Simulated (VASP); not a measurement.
Wanted: the native input for a VASP 6.6.1 run.

* Task: single point
* Functional: PBEsol
* Potentials or basis: VASP PAW PBE potentials, release 64 (Al, N)
* Cutoff: 520 eV
* k mesh: 14 × 14 × 14
* Occupations: gaussian, width 0.05 eV
* Spin: no spin polarisation
* Dipole correction: no
* Further INCAR settings: ALGO = Normal; EDIFF = 1e-06; NBANDS = 11

The structure of AlN lies in POSCAR:

```
AlN
1.0
    0.0000000000      2.0558867167      2.0558867167
    2.0558867167      0.0000000000      2.0558867167
    2.0558867167      2.0558867167      0.0000000000
Al N
1 1
Direct
    0.0000000000      0.0000000000      0.0000000000
    0.5000000000      0.5000000000      0.5000000000
```

One way to write it, as run:

INCAR

```
SYSTEM = AlN
PREC = Accurate ; ENCUT = 520
EDIFF = 1E-6 ; ISMEAR = 0
SIGMA = 0.05 ; LREAL = .FALSE.
LASPH = .TRUE. ; NELM = 80
ALGO = Normal ; ISIF = 2
LWAVE = .FALSE. ; LCHARG = .TRUE.
GGA = PS ; LELF = .TRUE.
LVHAR = .TRUE. ; NBANDS = 11
```

KPOINTS

```
Automatic mesh
0
G
  14 14 14
  0 0 0
```

Potentials or basis: VASP PAW PBE potentials, release 64 (Al, N).

Launch:

```console
$ cat potpaw_PBE.64/Al/POTCAR potpaw_PBE.64/N/POTCAR > POTCAR
$ mpirun -np 1 vasp_std > vasp.out
```

Results of the run:

```
Pressure               : -11.8 GPa
Band gap on the k mesh : 4.09 eV (least direct gap 4.96 eV)
```

Caveat: the cell stands under tension; the PAW data sets were made with another functional, which shifts forces and pressure a little.

Run time: 19 s on 1 thread of Intel Xeon 8259CL, on a shared host, peak memory 0.14 GiB.
